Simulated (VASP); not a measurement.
A run of VASP 6.6.1:

INCAR

```
SYSTEM = CaB12
ALGO     = Normal         ! electronic algorithm
EDIFF    = 1E-6           ! SCF threshold, eV
EDIFFG   = -0.04          ! ionic threshold
ENCUT    = 600            ! plane-wave cutoff, eV
GGA      = PE             ! functional
IBRION   = 2              ! ionic algorithm
ISIF     = 3              ! what is computed and relaxed
ISMEAR   = 0              ! smearing method
LASPH    = .TRUE.         ! aspherical terms in the spheres
LCHARG   = .FALSE.        ! write CHGCAR
LREAL    = .FALSE.        ! projectors in reciprocal space
LWAVE    = .FALSE.        ! write WAVECAR
NELM     = 80             ! most SCF steps
NSW      = 90             ! ionic steps
PREC     = Accurate       ! precision mode
SIGMA    = 0.1            ! smearing width, eV
```

File KPOINTS:

```
k-points
0
G
  6 6 6
  0 0 0
```

POSCAR

```
CaB12
1.0
   -2.4826100800      2.4826100800      2.4826100800
    2.4826100800     -2.4826100800      2.4826100800
    2.4826100800      2.4826100800     -2.4826100800
Ca B
1 12
Direct
    0.0000000000      0.0000000000      0.0000000000
    0.5570292200      0.7785146100      0.7785146100
    0.0000000000      0.7785146100      0.2214853900
    0.0000000000      0.2214853900      0.7785146100
    0.4429707800      0.2214853900      0.2214853900
    0.7785146100      0.5570292200      0.7785146100
    0.2214853900      0.0000000000      0.7785146100
    0.7785146100      0.0000000000      0.2214853900
    0.2214853900      0.4429707800      0.2214853900
    0.7785146100      0.7785146100      0.5570292200
    0.7785146100      0.2214853900      0.0000000000
    0.2214853900      0.7785146100      0.0000000000
    0.2214853900      0.2214853900      0.4429707800
```

Potentials or basis: VASP PAW PBE potentials, release 64 (Ca_sv, B).

Launch:

```sh
$ cat potpaw_PBE.64/Ca_sv/POTCAR potpaw_PBE.64/B/POTCAR > POTCAR
$ mpirun -np 1 vasp_std > vasp.out
```

Hardware: 1 thread of Intel Xeon 8259CL (shared host).

Task: How long does it take, and how much memory?

Result: Run time: 11 min on 1 thread of Intel Xeon 8259CL (shared host), peak memory 0.23 GiB. Counts: scf iterations 115, k points 16, ion steps 12.
